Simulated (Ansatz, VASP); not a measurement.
## AgRh in VASP and in Ansatz

INCAR

```
SYSTEM = AgRh
PREC = Accurate ; ENCUT = 520
EDIFF = 1E-6 ; ISMEAR = -1
SIGMA = 0.05 ; LREAL = .FALSE.
LASPH = .TRUE. ; NELM = 100
ALGO = Normal ; ISIF = 2
LWAVE = .FALSE. ; LCHARG = .FALSE.
GGA = PS ; NBANDS = 20
```

File KPOINTS:

```
regular mesh
0
G
  11 11 6
  0 0 0
```

File POSCAR:

```
AgRh
1.0
    2.7959833597      0.0000000000      0.0000000000
   -1.3979916799      2.4213926181      0.0000000000
    0.0000000000      0.0000000000      4.8404479744
Ag Rh
1 1
Direct
    0.0000000000      0.0000000000      0.5000000000
    0.6666666667      0.3333333333      0.0000000000
```

Contents of input.yaml:

```yaml
crystal:
  lattice:
    - [2.7959833597, 0.0, 0.0]
    - [-1.3979916799, 2.4213926181, 0.0]
    - [0.0, 0.0, 4.8404479744]
  atoms:
    - { symbol: Ag, position: [0.0, 0.0, 0.5] }
    - { symbol: Rh, position: [0.6666666667, 0.3333333333, 0.0] }
hamiltonian:
  xc: pbesol
  pseudopotentials: { kind: paw }
kpoints:
  mp_grid: { grid: [11, 11, 6] }
scf:
  occupations: { method: fermi_dirac, width: 0.05 }
output:
  forces: true
  stress: true
  eigenvalues: true
  write_density: true
  write_potential: true
  elf: true
  volumetric_format: npy
```

Alike in both runs: task single point; functional PBEsol; k mesh 11 × 11 × 6; occupations fermi-dirac, width 0.05 eV; no spin polarisation.

|  | VASP | Ansatz |
| --- | --- | --- |
| version | VASP 6.6.1 | Ansatz 0.2.0 |
| potentials or method | VASP PAW PBE potentials, release 64 (Ag, Rh_pv) | Ansatz PAW |
| plane-wave cutoff (eV) | 520 | 420 |
| valence electrons in the cell | 26 | 36 |

```tsv
	VASP	Ansatz	Ansatz less VASP
gap on the k mesh at the Fermi level (eV)	none	none	-
pressure (GPa)	-13.2	-13.0	+0.15
traceless stress, the component that is largest in VASP (GPa)	0.24	0.20	-0.040
```

VASP's potentials were made for PBE, not for PBEsol. A gap of «none» marks a metal or a gap that the smearing closes. VASP's potentials hold 26 valence electrons a cell and Ansatz's 36, so a difference there can come from the potentials and not from the codes.
